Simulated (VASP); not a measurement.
A run of VASP 6.6.1:

INCAR

```
SYSTEM = Ta4S7
PREC = Accurate ; ENCUT = 520
EDIFF = 1E-6 ; ISMEAR = -1
SIGMA = 0.1 ; LREAL = .FALSE.
LASPH = .TRUE. ; NELM = 80
ALGO = Normal ; ISIF = 2
LWAVE = .FALSE. ; LCHARG = .FALSE.
GGA = CA ; NBANDS = 54
```

Contents of KPOINTS:

```
Automatic mesh
0
G
  3 2 3
  0 0 0
```

The input POSCAR:

```
Ta4S7
1.0
   -3.2888460000      5.6718380000      0.0000000000
    1.6444230000      0.0000000000     11.2358110000
    3.2888460000      5.6718380000      0.0000000000
Ta S
4 7
Direct
    0.4572708537     -0.0059216909      0.4645368566
    0.4869664744     -0.0159269322      0.9689670343
    0.9357477167     -0.0096650789      0.4942945377
    0.9581743926     -0.0037787214      0.9510821835
    0.5774507977      0.1350497085     -0.3412744471
    0.1025844411      0.8816744069      0.1616660541
    0.1524456390      0.1350357353      0.5786514057
    0.0937667066      0.8551501979      0.6631452504
    0.6695005151      0.1339599785      0.1019589307
    0.6145819922      0.8509955356      0.1699382991
    0.5856897301      0.8519481148      0.6721787069
```

Potentials or basis: VASP PAW LDA potentials, release 64 (Ta_pv, S).

Command:

```bash
$ cat potpaw_LDA.64/Ta_pv/POTCAR potpaw_LDA.64/S/POTCAR > POTCAR
$ mpirun -np 1 vasp_std > vasp.out
```

Hardware: 1 thread of Intel(R) Xeon(R) Platinum 8488C (Sapphire Rapids) (shared host).

Q: Estimate the wall time of this run.

A: Run time: 4.7 min on 1 thread of Intel(R) Xeon(R) Platinum 8488C (Sapphire Rapids), on a shared host, peak memory 0.46 GiB. Counts: scf iterations 22, k points 10.
